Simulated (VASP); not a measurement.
A run of VASP 6.6.1 is set up as follows.

INCAR

```
ALGO = Normal
EDIFF = 1E-6
ENCUT = 520
GGA = PE
ISIF = 2
ISMEAR = 0
ISPIN = 2
LASPH = T
LCHARG = F
LMAXMIX = 4
LORBIT = 11
LREAL = F
LWAVE = F
MAGMOM = 1.51 -1.51 0 0
NBANDS = 28
NELM = 150
PREC = Accurate
SIGMA = 0.05
```

The input KPOINTS:

```
k-points
0
Gamma
  14 14 14
```

POSCAR

```
NiO
1.0
    0.0000000000      2.1000444627      2.1000444627
    2.1000444627      0.0000000000      2.1000444627
    4.1844595844      2.0844151217     -2.0844151217
Ni O
2 2
Direct
    0.0000000000      0.0000000000      0.0000000000
    0.5000000000      0.0000000000      0.5000000000
    0.7500000025      0.4999999949      0.2500000076
    1.2499999975      0.5000000051      0.7499999924
```

Potentials or basis: VASP PAW PBE potentials, release 64 (Ni, O).

The run is started by

```console
$ cat potpaw_PBE.64/Ni/POTCAR potpaw_PBE.64/O/POTCAR > POTCAR
$ mpirun -np 1 vasp_std > vasp.out
```

Question: Predict the net moment.

Answer: 0.00 μB per cell.

Question: Predict the band gap on the k mesh.

Answer: 0.92 eV.

Question: Predict the site moments.

Answer: Ni +1.35, -1.35; O +0.00 μB.

Question: Estimate the pressure.

Answer: -0.3 GPa.

A k mesh can miss the band edges. As with any semilocal functional, this PBE gap is likely too small.
